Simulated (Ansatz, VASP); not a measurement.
Ge2Sb3Se: VASP beside Ansatz

```
Ge Sb Se
1.0
     5.73161    0.00000    0.00000
     0.00000    5.73161    0.00000
     0.00000    0.00000    5.64452
Ge Sb Se
2 3 1
Direct
  0.00000 0.50000 0.50000
  0.50000 0.00000 0.50000
  0.50000 0.50000 0.50000
  0.00000 0.50000 0.00000
  0.50000 0.00000 0.00000
  0.50000 0.50000 0.00000
```

Alike in both runs: functional PBE; k mesh 4 × 4 × 2; occupations gaussian, width 0.1 eV; no spin polarisation.

Ansatz relaxed the structure, and its values are those at the end. VASP's run is a single point on that final structure, the one shown.

```csv
,VASP,Ansatz
version,VASP 6.6.1,Ansatz 0.2.0
potentials or method,"VASP PAW PBE potentials, release 64 (Ge_d, Sb, Se), cutoff 520 eV","scalar-relativistic, plane waves, PAW"
valence electrons in the cell,49,89
```

```csv
,VASP,Ansatz,Ansatz less VASP
gap on the k mesh at the Fermi level (eV),none,none,-
pressure (GPa),0.0,0.0,+0.03
```

A gap of «none» marks a metal or a gap that the smearing closes. VASP's potentials hold 49 valence electrons a cell and Ansatz's 89, so a difference there can come from the potentials and not from the codes.

The k mesh is coarse, so the values compare programs but aren't converged. Spin-orbit coupling is off throughout.
